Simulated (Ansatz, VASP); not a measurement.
## Two plane-wave programs on Be2CdO3

```
Be Cd O
1.0
     2.57032    0.00000    0.00000
     0.00000    2.57032    0.00000
     0.00000    0.00000    7.97647
Be Cd O
2 1 3
Direct
  0.50000 0.50000 0.84589
  0.50000 0.50000 0.15411
  0.50000 0.50000 0.50000
  0.00000 0.00000 0.00000
  0.00000 0.00000 0.70675
  0.00000 0.00000 0.29325
```

Change from the starting cell: species swapped into the MgSc3Ru2 type (P4/mmm, No. 123).

Alike in both runs: functional PBE; k mesh 6 × 6 × 2; occupations gaussian, width 0.1 eV; no spin polarisation.

Ansatz relaxed the structure, and its values are those at the end. VASP's run is a single point on that final structure, the one shown.

|  | VASP | Ansatz |
| --- | --- | --- |
| version | VASP 6.6.1 | Ansatz 0.2.0 |
| potentials or method | VASP PAW PBE potentials, release 64 (Be, Cd, O), cutoff 520 eV | scalar-relativistic, plane waves, PAW |
| valence electrons in the cell | 34 | 42 |

|  | VASP | Ansatz | Ansatz less VASP |
| --- | --- | --- | --- |
| gap on the k mesh at the Fermi level (eV) | none | none | - |
| pressure (GPa) | 1.1 | 0.0 | -1.09 |
| rms of the force components (eV/Å) | 0.030 | 0.001 | -0.0283 |

A gap of «none» marks a metal or a gap that the smearing closes. VASP's potentials hold 34 valence electrons a cell and Ansatz's 42, so a difference there can come from the potentials and not from the codes.

The k mesh is coarse, so the values compare programs but aren't converged.
